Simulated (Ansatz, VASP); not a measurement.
AlGa2N3: VASP beside Ansatz

Contents of INCAR:

```
ALGO     = Normal         # electronic algorithm
EDIFF    = 1E-7           # SCF threshold, eV
EDIFFG   = -0.01          # ionic threshold
ENCUT    = 600            # plane-wave cutoff, eV
GGA      = PE             # functional
IBRION   = 2              # ionic algorithm
ISIF     = 3              # what is computed and relaxed
ISMEAR   = 0              # smearing method
LASPH    = True           # aspherical terms in the spheres
LCHARG   = False          # write CHGCAR
LREAL    = False          # projectors in reciprocal space
LWAVE    = False          # write WAVECAR
NELM     = 60             # most SCF steps
NSW      = 100            # ionic steps
PREC     = Accurate       # precision mode
SIGMA    = 0.02           # smearing width, eV
```

File KPOINTS:

```
k-points
0
Gamma
  12 12 4
```

File POSCAR:

```
AlGa2N3
1.0
    2.9717150732      0.0000000000      0.0000000000
   -1.4858575366      2.5735807462      0.0000000000
    0.0000000000      0.0000000000      7.2846909605
Al Ga N
1 2 3
Direct
    0.0000000000      0.0000000000      0.0000000000
    0.3333333333      0.6666666667      0.6699740141
    0.6666666667      0.3333333333      0.3300259859
    0.6666666667      0.3333333333      0.8425489412
    0.0000000000      0.0000000000      0.5000000000
    0.3333333333      0.6666666667      0.1574510588
```

Input for Ansatz:

```yaml
crystal:
  lattice:
    - [2.9717150732, 0.0, 0.0]
    - [-1.4858575366, 2.5735807462, 0.0]
    - [0.0, 0.0, 7.2846909605]
  atoms:
    - { symbol: Al, position: [0.0, 0.0, 0.0] }
    - { symbol: Ga, position: [0.3333333333, 0.6666666667, 0.6699740141] }
    - { symbol: Ga, position: [0.6666666667, 0.3333333333, 0.3300259859] }
    - { symbol: "N", position: [0.6666666667, 0.3333333333, 0.8425489412] }
    - { symbol: "N", position: [0.0, 0.0, 0.5] }
    - { symbol: "N", position: [0.3333333333, 0.6666666667, 0.1574510588] }
basis:
  ecutwfc: 420
kpoints:
  mp_grid: { grid: [12, 12, 4] }
hamiltonian:
  xc: pbe
scf:
  occupations: { method: gaussian, width: 0.02 }
output:
  forces: true
  stress: true
  eigenvalues: true
  write_density: true
  write_potential: true
  elf: true
  volumetric_format: npy
relax:
  adjacent_minimum: "off"
  f_tol: 0.01
  max_steps: 80
  cell: { stress_tol: 0.05 }
```

Alike in both runs: task relaxation of cell and atoms; functional PBE; k mesh 12 × 12 × 4; occupations gaussian, width 0.02 eV; no spin polarisation.

|  | VASP | Ansatz |
| --- | --- | --- |
| version | VASP 6.6.1 | Ansatz 0.2.0 |
| potentials or method | VASP PAW PBE potentials, release 64 (Al, Ga_d, N), cutoff 600 eV | scalar-relativistic, plane waves, PAW |
| valence electrons in the cell | 44 | 44 |

|  | VASP | Ansatz | Ansatz less VASP |
| --- | --- | --- | --- |
| gap on the k mesh at the Fermi level, each at its own relaxed structure (eV) | 1.46 | 1.49 | +0.028 |
| relaxed volume (Å³/atom) | 9.30 | 9.29 | -0.014 |
| relaxed length of the cell vector where the two differ most in proportion (Å) | 7.290 | 7.286 | -0.0040 |
